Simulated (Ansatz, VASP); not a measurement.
## BN in VASP and in Ansatz

The input POSCAR:

```
BN
1.0
    2.5008381595      0.0000000000      0.0000000000
   -1.2504190798      2.1657893769      0.0000000000
    0.0000000000      0.0000000000      6.8931474372
B N
2 2
Direct
    0.3333333333      0.6666666667      0.2500000000
    0.6666666667      0.3333333333      0.7500000000
    0.6666666667      0.3333333333      0.2500000000
    0.3333333333      0.6666666667      0.7500000000
```

INCAR.step1

```
SYSTEM = BN
  PREC = Accurate
  ENCUT = 520
  ISMEAR = 0
  SIGMA = 0.01
  LREAL = .FALSE.
  LASPH = .TRUE.
  NELM = 60
  NBANDS = 16
  GGA = PE
  ALGO = Normal
  EDIFF = 1E-4
  LWAVE = .TRUE.
  LCHARG = .FALSE.
```

The input INCAR.step2:

```
SYSTEM = BN
  PREC = Accurate
  ENCUT = 520
  EDIFF = 1E-6
  ISMEAR = 0
  SIGMA = 0.01
  LREAL = .FALSE.
  LASPH = .TRUE.
  NELM = 60
  ALGO = Normal
  ISIF = 2
  LWAVE = .FALSE.
  LCHARG = .TRUE.
  METAGGA = R2SCAN
  LMIXTAU = .TRUE.
  LELF = .TRUE.
  LVHAR = .TRUE.
  NBANDS = 16
  ISTART = 1
```

KPOINTS

```
Automatic mesh
0
G
  4 4 4
  0 0 0
```

Input for Ansatz:

```yaml
crystal:
  lattice:
    - [2.5008381595, 0.0, 0.0]
    - [-1.2504190798, 2.1657893769, 0.0]
    - [0.0, 0.0, 6.8931474372]
  atoms:
    - { symbol: B, position: [0.3333333333, 0.6666666667, 0.25] }
    - { symbol: B, position: [0.6666666667, 0.3333333333, 0.75] }
    - { symbol: "N", position: [0.6666666667, 0.3333333333, 0.25] }
    - { symbol: "N", position: [0.3333333333, 0.6666666667, 0.75] }
kpoints:
  mp_grid: { grid: [4, 4, 4] }
hamiltonian:
  xc: r2scan
scf:
  occupations: { method: fixed }
  n_extra_bands: 5
output:
  forces: true
  stress: true
  eigenvalues: true
```

Alike in both runs: task single point; functional r2SCAN; k mesh 4 × 4 × 4; no spin polarisation.

|  | VASP | Ansatz |
| --- | --- | --- |
| version | VASP 6.6.1 | Ansatz 0.2.0 |
| potentials or method | VASP PAW PBE potentials, release 64 (B, N) | plane waves |
| plane-wave cutoff (eV) | 520 | 500 |
| occupations | gaussian, width 0.01 eV | fixed |
| valence electrons in the cell | 16 | 16 |

Ansatz gave:

| Quantity | Value |
| --- | --- |
| gap on the k mesh at the Fermi level (eV) | 5.41 |
| pressure (GPa) | -0.1 |
| traceless stress, the component that is largest in VASP (GPa) | 0.13 |

Which values does VASP return?

gap on the k mesh at the Fermi level (eV): 5.45; pressure (GPa): 0.3; traceless stress, the component that is largest in VASP (GPa): -0.54.

VASP's potentials were made for PBE, not for r2SCAN.

The k mesh is coarse, so the values compare programs but aren't converged.
